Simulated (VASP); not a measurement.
Runs of VASP 6.6.1 on Si. The structure is that of space group Fm-3m (No. 225), or close to it. The cells are those of the table. 

| task | level | cell | k mesh | cutoff (eV) | grid for exact exchange (PRECFOCK) | screening parameter | gap on the mesh (eV) | pressure (GPa) |
| --- | --- | --- | --- | --- | --- | --- | --- | --- |
| single point | PBE | a = 2.839 Å, angles 60.0°, 1 atom | 16 × 16 × 16 | 520 | - | - | none | (a) |
| single point | PBE | a = 2.804 Å, angles 60.0°, 1 atom | 16 × 16 × 16 | 520 | - | - | none | -5.4 |
| single point | PBE | a = 2.658 Å, angles 60.0°, 1 atom | 16 × 16 × 16 | 520 | - | - | none | 8.7 |
| single point | PBE | a = 2.619 Å, angles 60.0°, 1 atom | 16 × 16 × 16 | 520 | - | - | none | (b) |
| single point | PBE | a = 2.733 Å, angles 60.0°, 1 atom | 16 × 16 × 16 | 520 | - | - | none | 0.2 |
| single point | PBE | a = 2.733 Å, angles 60.0°, 1 atom | 7 × 7 × 7 | 520 | - | - | none | 0.2 |
| single point | PBE | a = 2.733 Å, angles 60.0°, 1 atom | 14 × 14 × 14 | 520 | - | - | none | 0.0 |
| single point | PBE | a = 2.733 Å, angles 60.0°, 1 atom | 23 × 23 × 23 | 520 | - | - | none | 0.2 |
| relaxation of cell and atoms | PBE | relaxed from a = 2.769 Å, angles 60.0°, 1 atom | 14 × 14 × 14 | 600 | - | - | none | 0.1 |
| single point | HSE06 | a = 2.733 Å, angles 60.0°, 1 atom | 7 × 7 × 7 | 520 | Normal | 0.2079 1/Å | none | -1.7 |
| single point | PBE | a = 2.696 Å, angles 60.0°, 1 atom | 16 × 16 × 16 | 520 | - | - | none | 4.0 |
| single point | PBE | a = 2.769 Å, angles 60.0°, 1 atom | 16 × 16 × 16 | 520 | - | - | none | -2.9 |

Alike in all rows: potentials or basis VASP PAW PBE potentials, release 64 (Si); no spin polarisation; smearing fermi-dirac 0.1 eV.

Q: Estimate the missing entries.

A: (a) -7.3; (b) 14.4.

Caveats: some runs use coarse meshes; the PAW data sets were made with another functional, which shifts forces and pressure a little (some runs).

A gap of «none» marks levels without a gap at the run's occupations.
